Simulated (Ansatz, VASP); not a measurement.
Two plane-wave programs on SnO2

```xyz
3
Lattice="1.6334 0.9431 4.4874 -1.6334 0.9431 4.4874 0.0000 -1.8861 4.4874" Properties=species:S:1:pos:R:3 pbc="T T T"
Sn    0.0000    0.0000    6.7311
O     0.0000    0.0000    3.1648
O     0.0000    0.0000   10.2973
```

Alike in both runs: task single point; functional PBEsol; k mesh 12 × 12 × 12; occupations gaussian, width 0.05 eV; no spin polarisation.

|  | VASP | Ansatz |
| --- | --- | --- |
| version | VASP 6.6.1 | Ansatz 0.2.0 |
| potentials or method | VASP PAW PBE potentials, release 64 (Sn_d, O), cutoff 520 eV | scalar-relativistic, plane waves, PAW |
| valence electrons in the cell | 26 | 26 |

VASP gave:

| Property | Result |
| --- | --- |
| gap on the k mesh at the Fermi level (eV) | 1.68 |
| least direct gap on the mesh (eV) | 1.86 |
| pressure (GPa) | -0.3 |
| traceless stress, the component that is largest in VASP (GPa) | 3.51 |
| rms of the force components (eV/Å) | 0.317 |

Problem. Estimate Ansatz's values.

Solution. gap on the k mesh at the Fermi level (eV): 1.69; least direct gap on the mesh (eV): 1.86; pressure (GPa): -1.0; traceless stress, the component that is largest in VASP (GPa): 4.03; rms of the force components (eV/Å): 0.290.

VASP's potentials were made for PBE, not for PBEsol, and Ansatz warns of the same on its side. Atom by atom the forces differ by 0.027 eV/Å (rms over components). With one functional, cell and mesh, what is left measures potentials, basis and numerics.
